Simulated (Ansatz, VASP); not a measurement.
# Two plane-wave programs on Ti

```
CELL_PARAMETERS angstrom
-1.05414 1.69579 1.69579
1.69579 -1.05414 1.69579
1.69579 1.69579 -1.05414
ATOMIC_POSITIONS crystal
Ti 0.00000 0.00000 0.00000
```

Alike in both runs: task single point; functional PBEsol; k mesh 22 × 22 × 22; occupations gaussian, width 0.15 eV; no spin polarisation.

|  | VASP | Ansatz |
| --- | --- | --- |
| version | VASP 6.6.1 | Ansatz 0.2.0 |
| potentials or method | VASP PAW PBE potentials, release 64 (Ti_sv), cutoff 520 eV | scalar-relativistic, plane waves, PAW |
| valence electrons in the cell | 12 | 12 |

Ansatz gave:

```
gap on the k mesh at the Fermi level (eV)                     : none
pressure (GPa)                                                : -1.8
traceless stress, the component that is largest in VASP (GPa) : -6.19
```

Problem. What did VASP give for the same quantities?

Solution. gap on the k mesh at the Fermi level (eV): none; pressure (GPa): -1.8; traceless stress, the component that is largest in VASP (GPa): -6.17.

VASP's potentials were made for PBE, not for PBEsol. A gap of «none» marks a metal or a gap that the smearing closes.
